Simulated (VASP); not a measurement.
# Ti3In3CuH (P4/mmm) in VASP: single point with PBE

Aim: the single point of Ti3In3CuH with PBE.

All numbers are computed with VASP 6.6.1; they aren't measurements. Logs are shortened: lines on timing, memory, paths and dates and some standing lists are left out, and cuts for length are marked.

## Step 1: The cell of the first run

The structure is tetragonal, space group P4/mmm (No. 123). The conventional cell has a = 3.840 Å, b = 3.840 Å, c = 10.648 Å, α = 90.00°, β = 90.00°, γ = 90.00°. Ti (site symmetry 4mm) has 1 H at 1.70 Å within 2.3 Å. Ti (site symmetry 4/mmm) has 6 In at 2.71 to 2.76 Å within 3.6 Å. Within 3.4 Å of In (site symmetry 4mm) lie 1 Cu at 2.56 Å and 5 Ti at 2.76 to 2.85 Å. Within 3.9 Å of In (site symmetry 4/mmm) lie 6 Ti at 2.71 to 3.63 Å and 12 In at 3.84 to 3.87 Å. Within 3.4 Å of Cu (site symmetry 4/mmm) lie 2 In at 2.56 Å and 4 H at 2.71 Å and 8 Ti at 3.20 Å. H (site symmetry 4/mmm) has 2 Ti at 1.70 Å within 2.3 Å.

The cell was built from a structure type or drawn by symmetry, and may not be a known phase.

## Step 2: Single point, PBE, collinear spin

INCAR

```
PREC = Accurate
ENCUT = 520
EDIFF = 1E-7
ISMEAR = 0
SIGMA = 0.1
LREAL = F
LASPH = T
NELM = 150
ALGO = Normal
ISIF = 2
LWAVE = F
LCHARG = T
ISPIN = 2
MAGMOM = 1 1 1 0 0 0 0 0
LORBIT = 11
LMAXMIX = 4
GGA = PE
LELF = T
LVHAR = T
NBANDS = 58
```

KPOINTS

```
Automatic mesh
0
Gamma
  4 4 2
```

POSCAR

```
Ti3In3CuH
1.0
    3.8395004583      0.0000000000      0.0000000000
    0.0000000000      3.8395004583      0.0000000000
    0.0000000000      0.0000000000     10.6484169078
Ti In Cu H
3 3 1 1
Direct
    0.0000000000      0.0000000000      0.6592444015
    0.5000000000      0.5000000000      0.0000000000
    0.0000000000      0.0000000000      0.3407555985
    0.5000000000      0.5000000000      0.7406913678
    0.0000000000      0.0000000000      0.0000000000
    0.5000000000      0.5000000000      0.2593086322
    0.5000000000      0.5000000000      0.5000000000
    0.0000000000      0.0000000000      0.5000000000
```

Potentials or basis: VASP PAW PBE potentials, release 64 (Ti_sv, In_d, Cu, H).

Started as:

```bash
$ cat potpaw_PBE.64/Ti_sv/POTCAR potpaw_PBE.64/In_d/POTCAR potpaw_PBE.64/Cu/POTCAR potpaw_PBE.64/H/POTCAR > POTCAR
$ mpirun -np 1 vasp_std > vasp.out
```

OUTCAR:

```text
PREC = Accurate
   ENCUT = 520
   EDIFF = 1E-7
   ISMEAR = 0
   LREAL = F
   LASPH = T
   NELM = 150
   ISIF = 2
   ISPIN = 2
   LORBIT = 11
   GGA = PE

 ion  position               nearest neighbor table
   1  0.000  0.000  0.659-   8 1.70   4 2.85   4 2.85   4 2.85   4 2.85
   2  0.500  0.500  0.000-   5 2.71   5 2.71   5 2.71   5 2.71   6 2.76   4 2.76
   3  0.000  0.000  0.341-   8 1.70   6 2.85   6 2.85   6 2.85   6 2.85
   4  0.500  0.500  0.741-   7 2.56   2 2.76   1 2.85   1 2.85   1 2.85   1 2.85   5 3.87   5 3.87
                             5 3.87   5 3.87
   5  0.000  0.000  0.000-   2 2.71   2 2.71   2 2.71   2 2.71   4 3.87   6 3.87   6 3.87   4 3.87
                             6 3.87   4 3.87   4 3.87   6 3.87
   6  0.500  0.500  0.259-   7 2.56   2 2.76   3 2.85   3 2.85   3 2.85   3 2.85   5 3.87   5 3.87
                             5 3.87   5 3.87
   7  0.500  0.500  0.500-   4 2.56   6 2.56
   8  0.000  0.000  0.500-   1 1.70   3 1.70

  LATTYP: Found a simple tetragonal cell.
 ALAT       =     3.8395004583
 C/A-ratio  =     2.7733860234

  Lattice vectors:

 A1 = (   3.8395004583,   0.0000000000,   0.0000000000)
 A2 = (   0.0000000000,   3.8395004583,   0.0000000000)
 A3 = (   0.0000000000,   0.0000000000,  10.6484169078)

Analysis of symmetry for initial positions (statically):
=====================================================================
 Subroutine PRICEL returns:
 Original cell was already a primitive cell.

 Routine SETGRP: Setting up the symmetry group for a
 simple tetragonal supercell.

 Subroutine GETGRP returns: Found 16 space group operations
 (whereof 16 operations were pure point group operations)
 out of a pool of 16 trial point group operations.

The static configuration has the point symmetry D_4h.

Analysis of symmetry for dynamics (positions and initial velocities):
=====================================================================
 Subroutine PRICEL returns:
 Original cell was already a primitive cell.

 Routine SETGRP: Setting up the symmetry group for a
 simple tetragonal supercell.

 Subroutine GETGRP returns: Found 16 space group operations
 (whereof 16 operations were pure point group operations)
 out of a pool of 16 trial point group operations.

The dynamic configuration has the point symmetry D_4h.

Analysis of structural, dynamic, and magnetic symmetry:
=====================================================================
 Subroutine PRICEL returns:
 Original cell was already a primitive cell.

 Routine SETGRP: Setting up the symmetry group for a
 simple tetragonal supercell.

 Subroutine GETGRP returns: Found 16 space group operations
 (whereof 16 operations were pure point group operations)
 out of a pool of 16 trial point group operations.

The overall configuration has the point symmetry D_4h.

 Subroutine INISYM returns: Found 16 space group operations
 (whereof 16 operations are pure point group operations),
 and found     1 'primitive' translations

----------------------------------------------------------------------------------------

                                     Primitive cell

  volume of cell :     156.9764

  direct lattice vectors                    reciprocal lattice vectors
     3.839500458  0.000000000  0.000000000     0.260450548  0.000000000  0.000000000
     0.000000000  3.839500458  0.000000000     0.000000000  0.260450548  0.000000000
     0.000000000  0.000000000 10.648416908     0.000000000  0.000000000  0.093910673

  length of vectors
     3.839500458  3.839500458 10.648416908     0.260450548  0.260450548  0.093910673

  position of ions in fractional coordinates (direct lattice)
     0.000000000  0.000000000  0.659244401
     0.500000000  0.500000000  0.000000000
     0.000000000  0.000000000  0.340755599
     0.500000000  0.500000000  0.740691368
     0.000000000  0.000000000  0.000000000
     0.500000000  0.500000000  0.259308632
     0.500000000  0.500000000  0.500000000
     0.000000000  0.000000000  0.500000000

  ion indices of the primitive-cell ions
   primitive index   ion index
                 1           1
                 2           2
                 3           3
                 4           4
                 5           5
                 6           6
                 7           7
                 8           8

----------------------------------------------------------------------------------------

 KPOINTS: Automatic mesh

Automatic generation of k-mesh.
 Grid dimensions read from file:
 generate k-points for:    4    4    2

 Generating k-lattice:

  Cartesian coordinates                     Fractional coordinates (reciprocal lattice)
     0.065112637  0.000000000  0.000000000     0.250000000  0.000000000  0.000000000
     0.000000000  0.065112637  0.000000000     0.000000000  0.250000000  0.000000000
     0.000000000  0.000000000  0.046955337     0.000000000  0.000000000  0.500000000

  Length of vectors
     0.065112637  0.065112637  0.046955337

  Shift w.r.t. Gamma in fractional coordinates (k-lattice)
     0.000000000  0.000000000  0.000000000

 Subroutine IBZKPT returns following result:
 ===========================================

 Found     12 irreducible k-points:

 Following reciprocal coordinates:
            Coordinates               Weight
  0.000000  0.000000  0.000000      1.000000
  0.250000  0.000000  0.000000      4.000000
  0.500000  0.000000  0.000000      2.000000
  0.250000  0.250000  0.000000      4.000000
  0.500000  0.250000  0.000000      4.000000
  0.500000  0.500000  0.000000      1.000000
  0.000000  0.000000  0.500000      1.000000
  0.250000  0.000000  0.500000      4.000000
  0.500000  0.000000  0.500000      2.000000
  0.250000  0.250000  0.500000      4.000000
  0.500000  0.250000  0.500000      4.000000
  0.500000  0.500000  0.500000      1.000000
   k-points           NKPTS =     12   k-points in BZ     NKDIM =     12   number of bands    NBANDS=     58
   number of dos      NEDOS =    301   number of ions     NIONS =      8
   total plane-waves  NPLWV =  72000
   dimension x,y,z NGX =    30 NGY =   30 NGZ =   80
   dimension x,y,z NGXF=    60 NGYF=   60 NGZF=  160
   ions per type =               3   3   1   1
   NGX,Y,Z   is equivalent  to a cutoff of  12.99, 12.99, 12.49 a.u.
   NGXF,Y,Z  is equivalent  to a cutoff of  25.98, 25.98, 24.98 a.u.
 SYSTEM =  unknown system
   PREC   = accura    normal or accurate (medium, high low for compatibility)
   ISTART =      0    job   : 0-new  1-cont  2-samecut
   ICHARG =      2    charge: 1-file 2-atom 10-const
   ISPIN  =      2    spin polarized calculation?
   LNONCOLLINEAR =      F non collinear calculations
   LSORBIT =      F    spin-orbit coupling
   LASPH  =      T    aspherical Exc in radial PAW
   ENCUT  =  520.0 eV  38.22 Ry    6.18 a.u.   7.14  7.14 19.80*2*pi/ulx,y,z
   NELM   =    150;   NELMIN=  2; NELMDL= -5     # of ELM steps
   EDIFF  = 0.1E-06   stopping-criterion for ELM
   LREAL  =      F    real-space projection
   EDIFFG = 0.1E-05   stopping-criterion for IOM
   NSW    =      0    number of steps for IOM
   IBRION =     -1    ionic relax: 0-MD 1-quasi-New 2-CG
   NFREE  =      0    steps in history (QN), initial steepest desc. (CG)
   ISIF   =      2    stress and relaxation
   ISYM   =      2    0-nonsym 1-usesym 2-fastsym
   POTIM  = 0.5000    time-step for ionic-motion
   TEBEG  =    0.0;   TEEND  =   0.0 temperature during run
   PSTRESS=    0.0 pullay stress
   NELECT =      87.0000    total number of electrons
   NUPDOWN=      -1.0000    fix difference up-down
   EMIN   =  10.00;   EMAX   =-10.00  energy-range for DOS
   EFERMI =   0.00;   METHOD = LEGACY
   ISMEAR =     0;   SIGMA  =   0.10  broadening in eV -4-tet -1-fermi 0-gaus
   EFERMI_NEDOS =   21; number of points for ismear=-14 and -15
   IALGO  =     38    algorithm
   IMIX   =      4    mixing-type and parameters
     AMIX     =   0.40;   BMIX     =  1.00
     AMIX_MAG =   1.60;   BMIX_MAG =  1.00
  volume/ion in A,a.u.               =      19.62       132.42
  Fermi-wavevector in a.u.,A,eV,Ry     =   1.344734  2.541179 24.603548  1.808310
  Thomas-Fermi vector in A             =   2.472704
   LORBIT       =     11    0 simple, 1 ext, 2 COOP (PROOUT), +10 PAW based schemes
   GGA     = PE    functional components
   LHFCALC =     F    Hartree Fock is set to
   AEXX    =    0.0000 exact exchange contribution
   IVDW    =     0    specifies the selected vdW correction
   LEPSILON=     F    determine dielectric tensor
   LRPA    =     F    only Hartree local field effects (RPA)
 spin polarized calculation
 Gauss-broadening in eV      SIGMA  =   0.10
  energy-cutoff  :      520.00
  volume of cell :      156.98
 maximum number of plane-waves:      4256
 NGX is ok and might be reduce to    30
   NGX = 15   NGY = 15   NGZ = 39

 number of electron      86.9999983 magnetization       0.7261832

 Free energy of the ion-electron system (eV)
  ---------------------------------------------------
  ext. energy  EPLUGINS =         0.00000000
  ---------------------------------------------------
  free energy    TOTEN  =       -35.12149046 eV

  energy without entropy =      -35.07205754  energy(sigma->0) =      -35.09677400

 E-fermi :   6.6740     XC(G=0): -10.4954

 val. band max:        6.6724837081   @ k =   0.5000   0.2500   0.0000
 cond. band min:       6.6856865059   @ k =   0.5000   0.0000   0.0000
 fundamental gap:      0.0132027978
 Fermi energy:         6.6739782929

 spin component 1

 k-point     1 :       0.0000    0.0000    0.0000
  band No.  band energies     occupation
      1     -50.8020      1.00000
      2     -50.7976      1.00000
      3     -50.4527      1.00000
      4     -27.2101      1.00000
      5     -27.1437      1.00000
      6     -26.9939      1.00000
[... 47 lines left out ...]
     54       8.9646      0.00000
[... 637 lines left out ...]
     54       8.4783      0.00000
     55       8.4783      0.00000
 Fermi energy:         6.6739782929

 spin component 2

 k-point     1 :       0.0000    0.0000    0.0000
  band No.  band energies     occupation
      1     -50.6570      1.00000
      2     -50.6526      1.00000
      3     -50.2611      1.00000
      4     -27.0841      1.00000
      5     -27.0170      1.00000
      6     -26.8390      1.00000
[... 47 lines left out ...]
     54       9.0175      0.00000
[... 637 lines left out ...]
     54       8.5788      0.00000
     55       8.5788      0.00000
 [bands above 55 left out]

------------------------ aborting loop because EDIFF is reached ----------------------------------------

  FORCE on cell =-STRESS in cart. coord.  units (eV):
  Direction    XX          YY          ZZ          XY          YZ          ZX
  --------------------------------------------------------------------------------------
  -------------------------------------------------------------------------------------
  Total       -0.1567549     -0.1567549      0.6556178      0.0000000      0.0000000     -0.0000000
  in kB       -1.5999158     -1.5999158      6.6915512      0.0000000      0.0000000     -0.0000000
  external PRESSURE =       1.1639066 kB  Pullay stress =       0.0000000 kB

 VOLUME and BASIS-vectors are now :
 -----------------------------------------------------------------------------
  energy-cutoff  :      520.00
  volume of cell :      156.98
      direct lattice vectors                 reciprocal lattice vectors
     3.839500458  0.000000000  0.000000000     0.260450548  0.000000000  0.000000000
     0.000000000  3.839500458  0.000000000     0.000000000  0.260450548  0.000000000
     0.000000000  0.000000000 10.648416908     0.000000000  0.000000000  0.093910673

 POSITION                                       TOTAL-FORCE (eV/Angst)
 -----------------------------------------------------------------------------------
      0.00000      0.00000      7.01991        -0.000000     -0.000000      0.052006
      1.91975      1.91975      0.00000        -0.000000     -0.000000      0.000000
      0.00000      0.00000      3.62851        -0.000000     -0.000000     -0.052006
      1.91975      1.91975      7.88719         0.000000      0.000000     -0.057880
      0.00000      0.00000      0.00000        -0.000000     -0.000000      0.000000
      1.91975      1.91975      2.76123        -0.000000      0.000000      0.057880
      1.91975      1.91975      5.32421        -0.000000     -0.000000      0.000000
      0.00000      0.00000      5.32421        -0.000000     -0.000000      0.000000
 -----------------------------------------------------------------------------------
    total drift:                                0.000000      0.000000     -0.000000

  FREE ENERGIE OF THE ION-ELECTRON SYSTEM (eV)
  ---------------------------------------------------
  free  energy   TOTEN  =       -35.1214904649 eV

  energy  without entropy=      -35.0720575368  energy(sigma->0) =      -35.09677400

 total charge

# of ion       s       p       d       tot
------------------------------------------
    1        2.167   6.076   1.878  10.121
    2        2.190   6.080   1.967  10.238
    3        2.167   6.076   1.878  10.121
    4        0.952   0.813   9.835  11.600
    5        0.988   0.753   9.835  11.576
    6        0.952   0.813   9.835  11.600
    7        0.401   0.250   9.182   9.833
    8        0.597   0.013   0.000   0.610
--------------------------------------------------
tot         10.415  20.874  44.410  75.699

 magnetization (x)

# of ion       s       p       d       tot
------------------------------------------
    1        0.001   0.002   0.146   0.149
    2        0.002   0.006   0.196   0.205
    3        0.001   0.002   0.146   0.149
    4       -0.003   0.009   0.002   0.008
    5       -0.004   0.031   0.005   0.032
    6       -0.003   0.009   0.002   0.008
    7       -0.002  -0.001   0.007   0.003
    8       -0.002   0.000   0.000  -0.001
--------------------------------------------------
tot         -0.009   0.059   0.503   0.553
```

It took 5.7 min on 1 thread of AMD EPYC 7R13 (Zen 3), shared host; peak memory 0.37 GiB.

What came out:

```
Free energy                                           : -35.1215 eV
Pressure                                              : 0.1 GPa
Largest force                                         : 0.058 eV/Å
Net moment                                            : 0.73 μB per cell
Site moments                                          : Ti +0.15, +0.20 (each value once); In +0.01, +0.03 (each value once); Cu +0.00; H -0.00 μB
Valence electrons inside the program's atomic spheres : Ti 10.12, 10.24 (each value once); In 11.60, 11.58 (each value once); Cu 9.83; H 0.61
```

Forces in eV/Å, atoms in the order of the input:
```
Ti   0.000  0.000  0.052
Ti   0.000  0.000  0.000
Ti   0.000  0.000 -0.052
In   0.000  0.000 -0.058
In   0.000  0.000  0.000
In   0.000  0.000  0.058
Cu   0.000  0.000  0.000
H    0.000  0.000  0.000
```

Caveat: the k points lie up to 0.41 Å⁻¹ apart; spin-orbit coupling is left out, which moves the levels of the heavy elements.
